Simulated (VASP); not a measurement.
A run of VASP 6.6.1:

INCAR

```
SYSTEM = TaN
ALGO     = Normal         ! electronic algorithm
EDIFF    = 1E-6           ! SCF threshold, eV
ENCUT    = 520            ! plane-wave cutoff, eV
GGA      = PS             ! functional
ISIF     = 2              ! what is computed and relaxed
ISMEAR   = 0              ! smearing method
LASPH    = .True.         ! aspherical terms in the spheres
LCHARG   = .False.        ! write CHGCAR
LREAL    = .False.        ! projectors in reciprocal space
LWAVE    = .False.        ! write WAVECAR
NBANDS   = 15             ! bands
NELM     = 100            ! most SCF steps
PREC     = Accurate       ! precision mode
SIGMA    = 0.15           ! smearing width, eV
```

Contents of KPOINTS:

```
k-points
0
Gamma
  18 18 18
  0 0 0
```

The input POSCAR:

```
TaN
1.0
    0.0000000000      2.1874436400      2.1290388948
    2.1874436400      0.0000000000      2.1290388948
    2.1874436400      2.1874436400      0.0000000000
Ta N
1 1
Direct
    0.5000000000      0.5000000000      0.5000000000
    0.0000000000      0.0000000000      0.0000000000
```

Potentials or basis: VASP PAW PBE potentials, release 64 (Ta_pv, N).

The run is started by

```sh
$ cat potpaw_PBE.64/Ta_pv/POTCAR potpaw_PBE.64/N/POTCAR > POTCAR
$ mpirun -np 1 vasp_std > vasp.out
```

Hardware: 1 thread of Intel(R) Xeon(R) 6975P-C (Granite Rapids) (shared host).

Task: Estimate the wall time of this run.

Result: It took 39 s on 1 thread of Intel(R) Xeon(R) 6975P-C (Granite Rapids) (shared host), peak memory 0.26 GiB. Counts: scf iterations 13, k points 480.
